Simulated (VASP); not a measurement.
MgCd5Se6:

```
Mg Cd Se
1.0
     4.16497    0.00000    0.00000
    -2.08249    3.60697    0.00000
     0.00000    0.00000   20.40412
Mg Cd Se
1 5 6
Direct
  0.00000 0.00000 0.50000
  0.33333 0.66667 0.16667
  0.66667 0.33333 0.33333
  0.33333 0.66667 0.66667
  0.66667 0.33333 0.83333
  0.00000 0.00000 0.00000
  0.33333 0.66667 0.41667
  0.66667 0.33333 0.58333
  0.00000 0.00000 0.75000
  0.33333 0.66667 0.91667
  0.66667 0.33333 0.08333
  0.00000 0.00000 0.25000
```

```yaml
Program: VASP 6.6.1
Task: relaxation of cell and atoms
Functional: PBE
Potentials_or_basis: VASP PAW PBE potentials, release 64 (Mg, Cd, Se)
Cutoff: 600 eV
k_mesh: 6 × 6 × 1
Occupations: gaussian, width 0.1 eV
Spin: no spin polarisation
```

At the start: pressure -4.4 GPa; volume 25.54 Å³/atom.

Task: Where does the relaxation end?

Result: Over 14 steps the energy falls by 38.6 meV/atom and the volume is 23.21 Å³/atom (-9.1 %); space group P-3m1 (No. 164, to 0.05 Å).

The path:
```csv
step,energy change (eV),largest force (eV/Å),pressure (GPa),volume (Å³)
1,0.0000,0.3456,-4.41,306.53
2,-0.4090,0.4114,0.76,276.38
3,-0.4155,0.4046,0.10,279.38
4,-0.4297,0.2973,0.08,279.29
5,-0.4484,0.1642,0.08,279.03
6,-0.4531,0.1094,-0.07,279.70
7,-0.4560,0.0854,-0.39,281.11
8,-0.4581,0.0934,-0.27,280.48
9,-0.4594,0.1039,-0.11,279.70
10,-0.4596,0.1086,-0.03,279.34
11,-0.4606,0.0945,0.00,279.21
12,-0.4626,0.0502,0.08,278.81
13,-0.4611,0.0981,0.26,278.01
14,-0.4629,0.0389,0.14,278.57
```

Final structure:
```xyz
12
Lattice="4.0326 0.0000 0.0000 -2.0163 3.4923 0.0000 0.0000 0.0000 19.7803" Properties=species:S:1:pos:R:3 pbc="T T T"
Mg    0.0000    0.0000    9.8901
Cd    0.0000    2.3282    3.3228
Cd    2.0163    1.1641    6.6611
Cd    0.0000    2.3282   13.1192
Cd    2.0163    1.1641   16.4575
Cd    0.0000    0.0000    0.0000
Se    0.0000    2.3282    8.3559
Se    2.0163    1.1641   11.4244
Se    4.0326    0.0000   14.7863
Se    0.0000    2.3282   18.1238
Se    2.0163    1.1641    1.6565
Se    0.0000    0.0000    4.9940
```
